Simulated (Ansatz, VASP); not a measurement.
AsIr2: VASP beside Ansatz

```
CELL_PARAMETERS angstrom
2.98378 0.00000 0.00000
-1.49189 2.58403 0.00000
0.00000 0.00000 11.60566
ATOMIC_POSITIONS crystal
As 0.33333 0.66667 0.25000
As 0.66667 0.33333 0.75000
Ir 0.33333 0.66667 0.62750
Ir 0.66667 0.33333 0.12750
Ir 0.33333 0.66667 0.87250
Ir 0.66667 0.33333 0.37250
```

Alike in both runs: task relaxation of cell and atoms; functional PBE; k mesh 6 × 6 × 2; occupations gaussian, width 0.1 eV; no spin polarisation.

```csv
,VASP,Ansatz
version,VASP 6.6.1,Ansatz 0.2.0
potentials or method,"VASP PAW PBE potentials, release 64 (As, Ir), cutoff 600 eV","scalar-relativistic, plane waves, PAW"
valence electrons in the cell,46,98
```

Ansatz gave:

```
gap on the k mesh at the Fermi level, each at its own relaxed structure (eV) : none
relaxed volume (Å³/atom)                                                     : 15.18
relaxed cell length with the largest relative difference (Å)                 : 12.238
```

Problem. Estimate VASP's values.

Solution. gap on the k mesh at the Fermi level, each at its own relaxed structure (eV): none; relaxed volume (Å³/atom): 15.23; relaxed cell length with the largest relative difference (Å): 12.254.

A gap of «none» marks a metal or a gap that the smearing closes. VASP's potentials hold 46 valence electrons a cell and Ansatz's 98, so a difference there can come from the potentials and not from the codes.

The k mesh is coarse, so the values compare programs but aren't converged. Spin-orbit coupling is off throughout.
